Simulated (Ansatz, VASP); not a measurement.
Ag in VASP and in Ansatz

```
CELL_PARAMETERS angstrom
0.00000 2.01245 2.01245
2.01245 0.00000 2.01245
2.01245 2.01245 0.00000
ATOMIC_POSITIONS crystal
Ag 0.00000 0.00000 0.00000
```

Change from the starting cell: strain -0.015 along x and y, -0.015 along z, atoms carried along.

Alike in both runs: task single point; functional PBEsol; k mesh 20 × 20 × 20; occupations gaussian, width 0.15 eV; no spin polarisation.

```csv
,VASP,Ansatz
version,VASP 6.6.1,Ansatz 0.2.0
potentials or method,"VASP PAW PBE potentials, release 64 (Ag), cutoff 520 eV","scalar-relativistic, plane waves, PAW"
valence electrons in the cell,11,19
```

|  | VASP | Ansatz | Ansatz less VASP |
| --- | --- | --- | --- |
| gap on the k mesh at the Fermi level (eV) | none | none | - |
| pressure (GPa) | 2.5 | 2.8 | +0.27 |

VASP's potentials were made for PBE, not for PBEsol. A gap of «none» marks a metal or a gap that the smearing closes. VASP's potentials hold 11 valence electrons a cell and Ansatz's 19, so a difference there can come from the potentials and not from the codes.
